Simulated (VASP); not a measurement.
# SnO (P2_1/m) in VASP: single point with PBEsol+D3(BJ)

Aim: the single point of SnO with PBEsol+D3(BJ).

Program: VASP 6.6.1. These are calculated values, not measurements. Logs are shortened: lines on timing, memory, paths and dates and some standing lists are left out, and cuts for length are marked.

## Step 1: The cell of the first run

Symmetry: P2_1/m, No. 11, monoclinic system. The conventional cell has a = 3.802 Å, b = 3.802 Å, c = 4.836 Å, α = 90.00°, β = 91.43°, γ = 90.00°. Within 2.9 Å of Sn (site symmetry m) lie 4 O at 2.20 to 2.25 Å. O (site symmetry m) has 4 Sn at 2.20 to 2.25 Å and 4 O at 2.69 Å within 2.9 Å.

## Step 2: Single point, PBEsol+D3(BJ) (strain +0.0250 x Voigt [0, 0, 0, 1, 0, 0])

File INCAR:

```
PREC = Accurate
ENCUT = 520
EDIFF = 1E-6
ISMEAR = 0
SIGMA = 0.15
LREAL = False
LASPH = True
NELM = 60
ALGO = Normal
ISIF = 2
LWAVE = False
LCHARG = False
GGA = PS
IVDW = 12
NBANDS = 28
```

File KPOINTS:

```
regular mesh
0
Gamma
  12 12 10
```

File POSCAR:

```
SnO
1.0
    3.8020000000      0.0000000000      0.0000000000
    0.0000000000      3.8020000000      0.0475250000
    0.0000000000      0.0604500000      4.8360000000
Sn O
2 2
Direct
    0.0000000000      0.5000000000      0.2385000000
    0.5000000000      0.0000000000      0.7615000000
    0.0000000000      0.0000000000      0.0000000000
    0.5000000000      0.5000000000      0.0000000000
```

Potentials or basis: VASP PAW PBE potentials, release 64 (Sn_d, O).

Command:

```console
$ cat potpaw_PBE.64/Sn_d/POTCAR potpaw_PBE.64/O/POTCAR > POTCAR
$ mpirun -np 1 vasp_std > vasp.out
```

OUTCAR:

```text
PREC = Accurate
   ENCUT = 520
   EDIFF = 1E-6
   ISMEAR = 0
   LREAL = False
   LASPH = True
   NELM = 60
   ISIF = 2
   GGA = PS
   IVDW = 12
 IVDW          = 12

 ion  position               nearest neighbor table
   1  0.000  0.500  0.239-   3 2.20   4 2.22   4 2.22   3 2.25   2 3.51   2 3.51   2 3.57   2 3.57
                             2 3.66   2 3.66   2 3.72   2 3.72
   2  0.500  0.000  0.761-   4 2.20   3 2.22   3 2.22   4 2.25   1 3.51   1 3.51   1 3.57   1 3.57
                             1 3.66   1 3.66   1 3.72   1 3.72
   3  0.000  0.000  0.000-   1 2.20   2 2.22   2 2.22   1 2.25
   4  0.500  0.500  0.000-   2 2.20   1 2.22   1 2.22   2 2.25

  LATTYP: Found a simple monoclinic cell.
 ALAT       =     3.8022970196
 B/A-ratio  =     0.9999218842
 C/A-ratio  =     1.2719621252
 COS(beta)  =    -0.0249960944

  Lattice vectors:

 A1 = (   0.0000000000,   3.8020000000,   0.0475250000)
 A2 = (   3.8020000000,   0.0000000000,   0.0000000000)
 A3 = (   0.0000000000,  -0.0604500000,  -4.8360000000)

Analysis of symmetry for initial positions (statically):
=====================================================================
 Subroutine PRICEL returns:
 Original cell was already a primitive cell.

 Routine SETGRP: Setting up the symmetry group for a
 simple monoclinic supercell.

 Subroutine GETGRP returns: Found  4 space group operations
 (whereof  2 operations were pure point group operations)
 out of a pool of  4 trial point group operations.

The static configuration has the point symmetry C_1h.
 The point group associated with its full space group is C_2h.

Analysis of symmetry for dynamics (positions and initial velocities):
=====================================================================
 Subroutine PRICEL returns:
 Original cell was already a primitive cell.

 Routine SETGRP: Setting up the symmetry group for a
 simple monoclinic supercell.

 Subroutine GETGRP returns: Found  4 space group operations
 (whereof  2 operations were pure point group operations)
 out of a pool of  4 trial point group operations.

The dynamic configuration has the point symmetry C_1h.
 The point group associated with its full space group is C_2h.

 Subroutine INISYM returns: Found  4 space group operations
 (whereof  2 operations are pure point group operations),
 and found     1 'primitive' translations

----------------------------------------------------------------------------------------

                                     Primitive cell

  volume of cell :      69.8944

  direct lattice vectors                    reciprocal lattice vectors
     3.802000000  0.000000000  0.000000000     0.263019463  0.000000000  0.000000000
     0.000000000  3.802000000  0.047525000     0.000000000  0.263060567 -0.003288257
     0.000000000  0.060450000  4.836000000     0.000000000 -0.002585185  0.206814780

  length of vectors
     3.802000000  3.802297020  4.836377798     0.263019463  0.263081117  0.206830936

  position of ions in fractional coordinates (direct lattice)
     0.000000000  0.500000000  0.238500000
     0.500000000  0.000000000  0.761500000
     0.000000000  0.000000000  0.000000000
     0.500000000  0.500000000  0.000000000

  ion indices of the primitive-cell ions
   primitive index   ion index
                 1           1
                 2           2
                 3           3
                 4           4

----------------------------------------------------------------------------------------

 KPOINTS: regular mesh

Automatic generation of k-mesh.
 Grid dimensions read from file:
 generate k-points for:   12   12   10

 Generating k-lattice:

  Cartesian coordinates                     Fractional coordinates (reciprocal lattice)
     0.021918289  0.000000000  0.000000000     0.083333333  0.000000000  0.000000000
     0.000000000  0.021921714 -0.000274021     0.000000000  0.083333333 -0.000000000
     0.000000000 -0.000258518  0.020681478     0.000000000  0.000000000  0.100000000

  Length of vectors
     0.021918289  0.021923426  0.020683094

  Shift w.r.t. Gamma in fractional coordinates (k-lattice)
     0.000000000  0.000000000  0.000000000

 Subroutine IBZKPT returns following result:
 ===========================================

 Found    434 irreducible k-points:

 Following reciprocal coordinates:
            Coordinates               Weight
  0.000000  0.000000  0.000000      1.000000
  0.083333  0.000000  0.000000      2.000000
  0.166667  0.000000  0.000000      2.000000
  0.250000  0.000000  0.000000      2.000000
  0.333333  0.000000  0.000000      2.000000
  0.416667  0.000000  0.000000      2.000000
[... 16 lines left out ...]
  0.083333  0.250000  0.000000      4.000000
  0.166667  0.250000  0.000000      4.000000
 [... further k-points ...]
   k-points           NKPTS =    434   k-points in BZ     NKDIM =    434   number of bands    NBANDS=     28
   number of dos      NEDOS =    301   number of ions     NIONS =      4
   total plane-waves  NPLWV =  28224
   dimension x,y,z NGX =    28 NGY =   28 NGZ =   36
   dimension x,y,z NGXF=    56 NGYF=   56 NGZF=   72
   ions per type =               2   2
   NGX,Y,Z   is equivalent  to a cutoff of  12.24, 12.24, 12.37 a.u.
   NGXF,Y,Z  is equivalent  to a cutoff of  24.49, 24.48, 24.75 a.u.
 SYSTEM =  unknown system
   PREC   = accura    normal or accurate (medium, high low for compatibility)
   ISTART =      0    job   : 0-new  1-cont  2-samecut
   ICHARG =      2    charge: 1-file 2-atom 10-const
   ISPIN  =      1    spin polarized calculation?
   LNONCOLLINEAR =      F non collinear calculations
   LSORBIT =      F    spin-orbit coupling
   LASPH  =      T    aspherical Exc in radial PAW
   ENCUT  =  520.0 eV  38.22 Ry    6.18 a.u.   7.07  7.07  8.99*2*pi/ulx,y,z
   NELM   =     60;   NELMIN=  2; NELMDL= -5     # of ELM steps
   EDIFF  = 0.1E-05   stopping-criterion for ELM
   LREAL  =      F    real-space projection
   EDIFFG = 0.1E-04   stopping-criterion for IOM
   NSW    =      0    number of steps for IOM
   IBRION =     -1    ionic relax: 0-MD 1-quasi-New 2-CG
   NFREE  =      0    steps in history (QN), initial steepest desc. (CG)
   ISIF   =      2    stress and relaxation
   ISYM   =      2    0-nonsym 1-usesym 2-fastsym
   POTIM  = 0.5000    time-step for ionic-motion
   TEBEG  =    0.0;   TEEND  =   0.0 temperature during run
   PSTRESS=    0.0 pullay stress
   NELECT =      40.0000    total number of electrons
   NUPDOWN=      -1.0000    fix difference up-down
   EMIN   =  10.00;   EMAX   =-10.00  energy-range for DOS
   EFERMI =   0.00;   METHOD = LEGACY
   ISMEAR =     0;   SIGMA  =   0.15  broadening in eV -4-tet -1-fermi 0-gaus
   EFERMI_NEDOS =   21; number of points for ismear=-14 and -15
   IALGO  =     38    algorithm
   IMIX   =      4    mixing-type and parameters
     AMIX     =   0.40;   BMIX     =  1.00
     AMIX_MAG =   1.60;   BMIX_MAG =  1.00
  volume/ion in A,a.u.               =      17.47       117.92
  Fermi-wavevector in a.u.,A,eV,Ry     =   1.359191  2.568499 25.135419  1.847401
  Thomas-Fermi vector in A             =   2.485960
   LORBIT       =      0    0 simple, 1 ext, 2 COOP (PROOUT), +10 PAW based schemes
   GGA     = PS    functional components
   LHFCALC =     F    Hartree Fock is set to
   AEXX    =    0.0000 exact exchange contribution
   IVDW    =    12    specifies the selected vdW correction
   LEPSILON=     F    determine dielectric tensor
   LRPA    =     F    only Hartree local field effects (RPA)
 non-spin polarized calculation
 Gauss-broadening in eV      SIGMA  =   0.15
  energy-cutoff  :      520.00
  volume of cell :       69.89
 maximum number of plane-waves:      1900
   NGX = 15   NGY = 15   NGZ = 17

 number of electron      39.9999992 magnetization

 Free energy of the ion-electron system (eV)
  ---------------------------------------------------
  ext. energy  EPLUGINS =         0.00000000
  ---------------------------------------------------
  free energy    TOTEN  =       -24.20463310 eV

  energy without entropy =      -24.20336987  energy(sigma->0) =      -24.20400149

 E-fermi :   7.1559     XC(G=0): -10.4982

 val. band max:        7.0625103850   @ k =   0.5000   0.5000   0.0000
 cond. band min:       7.2138714357   @ k =   0.5000   0.5000   0.1000
 fundamental gap:      0.1513610507
 Fermi energy:         7.1559378154

 k-point     1 :       0.0000    0.0000    0.0000
  band No.  band energies     occupation
      1     -14.8788      2.00000
      2     -14.4334      2.00000
      3     -14.4295      2.00000
      4     -14.4236      2.00000
      5     -14.3785      2.00000
      6     -14.3740      2.00000
[... 20 lines left out ...]
     27      13.7702      0.00000
     28      14.1391      0.00000

 k-point     2 :       0.0833    0.0000    0.0000
  band No.  band energies     occupation
      1     -14.8751      2.00000
      2     -14.4313      2.00000
      3     -14.4280      2.00000
      4     -14.4236      2.00000
      5     -14.3792      2.00000
      6     -14.3713      2.00000
[... 20 lines left out ...]
     27      13.9277      0.00000
     28      14.7229      0.00000

 k-point     3 :       0.1667    0.0000    0.0000
  band No.  band energies     occupation
      1     -14.8643      2.00000
      2     -14.4518      2.00000
      3     -14.4238      2.00000
      4     -14.4237      2.00000
      5     -14.3915      2.00000
      6     -14.3810      2.00000
[... 20 lines left out ...]
     27      14.0732      0.00000
     28      16.0131      0.00000

 k-point     4 :       0.2500    0.0000    0.0000
  band No.  band energies     occupation
      1     -14.8472      2.00000
      2     -14.5329      2.00000
      3     -14.4165      2.00000
      4     -14.4155      2.00000
      5     -14.3907      2.00000
      6     -14.3835      2.00000
[... 578 lines left out ...]
     27      14.2219      0.00000
     28      17.3591      0.00000

 k-point    23 :       0.0833    0.2500    0.0000
  band No.  band energies     occupation
      1     -14.8461      2.00000
      2     -14.5462      2.00000
      3     -14.4240      2.00000
      4     -14.4027      2.00000
      5     -14.3989      2.00000
      6     -14.3808      2.00000
[... 20 lines left out ...]
     27      14.7943      0.00000
     28      16.9195      0.00000

 k-point    24 :       0.1667    0.2500    0.0000
  band No.  band energies     occupation
      1     -14.8423      2.00000
      2     -14.5865      2.00000
      3     -14.4267      2.00000
      4     -14.4002      2.00000
      5     -14.3911      2.00000
      6     -14.3816      2.00000
[... 20 lines left out ...]
     27      15.6112      0.00000
     28      15.7671      0.00000

 [... further k-points ...]

------------------------ aborting loop because EDIFF is reached ----------------------------------------

 Edisp (eV)   -0.86387

 E8    (eV) :    -0.5714

  FORCE on cell =-STRESS in cart. coord.  units (eV):
  Direction    XX          YY          ZZ          XY          YZ          ZX
  --------------------------------------------------------------------------------------
  -------------------------------------------------------------------------------------
  Total      -0.74629    -0.70144    -0.90736     0.00000    -0.58477     0.00000
  in kB     -17.10716   -16.07903   -20.79916     0.00000   -13.40467     0.00000
  external pressure =      -18.00 kB  Pullay stress =        0.00 kB

 VOLUME and BASIS-vectors are now :
 -----------------------------------------------------------------------------
  energy-cutoff  :      520.00
  volume of cell :       69.89
      direct lattice vectors                 reciprocal lattice vectors
     3.802000000  0.000000000  0.000000000     0.263019463  0.000000000  0.000000000
     0.000000000  3.802000000  0.047525000     0.000000000  0.263060567 -0.003288257
     0.000000000  0.060450000  4.836000000     0.000000000 -0.002585185  0.206814780

 POSITION                                       TOTAL-FORCE (eV/Angst)
 -----------------------------------------------------------------------------------
      0.00000      1.91542      1.17715         0.000000     -0.148476      0.161693
      1.90100      0.04603      3.68261         0.000000      0.148476     -0.161693
      0.00000      0.00000      0.00000         0.000000      0.093337     -0.007928
      1.90100      1.90100      0.02376         0.000000     -0.093337      0.007928
 -----------------------------------------------------------------------------------
    total drift:                                0.000000      0.000000      0.000000

  FREE ENERGIE OF THE ION-ELECTRON SYSTEM (eV)
  ---------------------------------------------------
  free  energy   TOTEN  =       -25.0685010270 eV

  energy  without entropy=      -25.0672378021  energy(sigma->0) =      -25.06786941
```

Wall time 5.3 min (1 thread of AMD EPYC 9R45 (Zen 5), shared host); peak memory 0.68 GiB.

What came out:

- Free energy: -25.0685 eV
- Pressure: -1.8 GPa
- Largest force: 0.220 eV/Å
- Dispersion energy per atom: -0.216 eV

Forces in eV/Å, atoms in the order of the input:
```
Sn   0.000 -0.148  0.162
Sn   0.000  0.148 -0.162
O    0.000  0.093 -0.008
O    0.000 -0.093  0.008
```

Levels at points of the mesh, in eV from the Fermi level:
```tsv
k point	band 18	band 19	band 20	band 21	band 22	band 23
(0.00, 0.00, 0.00)	-3.30	-3.30	-0.11	1.94	4.16	4.55
(0.50, 0.00, 0.00)	-5.00	-2.85	-2.85	3.04	3.04	5.76
(0.00, 0.50, 0.00)	-4.97	-2.91	-2.79	2.92	3.17	5.66
(0.50, 0.50, 0.00)	-2.63	-2.00	-2.00	-0.09	-0.09	4.25
(0.00, 0.00, 0.50)	-3.32	-3.24	-2.35	1.47	2.79	2.81
(0.50, 0.00, 0.50)	-4.96	-1.86	-1.86	2.43	2.43	5.27
(0.00, 0.50, 0.50)	-4.93	-1.96	-1.76	2.30	2.57	5.25
(0.50, 0.50, 0.50)	-2.82	-2.63	-2.63	2.20	2.20	3.87
```

Caveat: the cell differs from its parent crystal (strain +0.0250 x Voigt [0, 0, 0, 1, 0, 0]); the PAW data sets were made with another functional, which shifts forces and pressure a little; spin-orbit coupling is left out, which moves the levels of the heavy elements.
